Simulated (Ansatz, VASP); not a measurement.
Mo in VASP and in Ansatz

Contents of INCAR:

```
PREC     = Accurate       # precision mode
ENCUT    = 520            # plane-wave cutoff, eV
EDIFF    = 1E-7           # SCF threshold, eV
ISMEAR   = 0              # smearing method
SIGMA    = 0.15           # smearing width, eV
LREAL    = F              # projectors in reciprocal space
LASPH    = T              # aspherical terms in the spheres
NELM     = 100            # most SCF steps
ALGO     = Fast           # electronic algorithm
ISIF     = 2              # what is computed and relaxed
LWAVE    = F              # write WAVECAR
LCHARG   = F              # write CHGCAR
GGA      = PE             # functional
NBANDS   = 66             # bands
```

The input KPOINTS:

```
Automatic mesh
0
Gamma
  12 12 12
```

File POSCAR:

```
Mo
1.0
   -3.1420000000     -3.1420000000      3.1420000000
   -3.1420000000      3.1420000000     -3.1420000000
    3.1420000000     -3.1420000000     -3.1420000000
Mo
8
Direct
    0.5063653724      0.5063653724      0.5000000000
    0.0000000000      0.5000000000      0.5000000000
    0.5000000000      0.0000000000      0.5000000000
    0.0000000000      0.0000000000      0.5000000000
    0.5000000000      0.5000000000      0.0000000000
    0.0000000000      0.5000000000      0.0000000000
    0.5000000000      0.0000000000      0.0000000000
    0.0000000000      0.0000000000      0.0000000000
```

Input for Ansatz:

```yaml
crystal:
  lattice:
    - [-3.142, -3.142, 3.142]
    - [-3.142, 3.142, -3.142]
    - [3.142, -3.142, -3.142]
  atoms:
    - { symbol: Mo, position: [0.5063653724, 0.5063653724, 0.5] }
    - { symbol: Mo, position: [0.0, 0.5, 0.5] }
    - { symbol: Mo, position: [0.5, 0.0, 0.5] }
    - { symbol: Mo, position: [0.0, 0.0, 0.5] }
    - { symbol: Mo, position: [0.5, 0.5, 0.0] }
    - { symbol: Mo, position: [0.0, 0.5, 0.0] }
    - { symbol: Mo, position: [0.5, 0.0, 0.0] }
    - { symbol: Mo, position: [0.0, 0.0, 0.0] }
basis:
  ecutwfc: 420
kpoints:
  mp_grid: { grid: [12, 12, 12] }
hamiltonian:
  xc: pbe
scf:
  occupations: { method: gaussian, width: 0.15 }
output:
  forces: true
  stress: true
  eigenvalues: true
```

Alike in both runs: task single point; functional PBE; k mesh 12 × 12 × 12; occupations gaussian, width 0.15 eV; no spin polarisation.

|  | VASP | Ansatz |
| --- | --- | --- |
| version | VASP 6.6.1 | Ansatz 0.2.0 |
| potentials or method | VASP PAW PBE potentials, release 64 (Mo_sv), cutoff 520 eV | scalar-relativistic, plane waves, PAW |
| valence electrons in the cell | 112 | 112 |

Ansatz gave:

```
gap on the k mesh at the Fermi level (eV) : none
pressure (GPa)                            : 4.9
rms of the force components (eV/Å)        : 0.125
```

Task: Estimate VASP's values.

Result: gap on the k mesh at the Fermi level (eV): none; pressure (GPa): 5.4; rms of the force components (eV/Å): 0.126.

Atom by atom the forces differ by 0.001 eV/Å (rms over components). A gap of «none» marks a metal or a gap that the smearing closes.
